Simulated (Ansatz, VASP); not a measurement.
Ca: VASP beside Ansatz

```
Ca
1.0
     3.74259    0.00000    0.00000
    -1.87130    3.24118    0.00000
     0.00000    0.00000   12.27570
Ca
4
Direct
  0.00000 0.00000 0.00000
  0.00000 0.00000 0.50000
  0.33333 0.66667 0.25000
  0.66667 0.33333 0.75000
```

Alike in both runs: task single point; functional PBE; k mesh 11 × 11 × 3; occupations fermi-dirac, width 0.1 eV; no spin polarisation.

|  | VASP | Ansatz |
| --- | --- | --- |
| version | VASP 6.6.1 | Ansatz 0.2.0 |
| potentials or method | VASP PAW PBE potentials, release 64 (Ca_sv), cutoff 520 eV | plane waves (420 eV) with PAW, scalar-relativistic |
| valence electrons in the cell | 40 | 40 |

```csv
,VASP,Ansatz,Ansatz less VASP
pressure (GPa),2.8,2.7,-0.02
"traceless stress, the component that is largest in VASP (GPa)",0.09,0.09,0.000
```

The functional is the same, so the differences come from potentials, cutoffs and numerics.
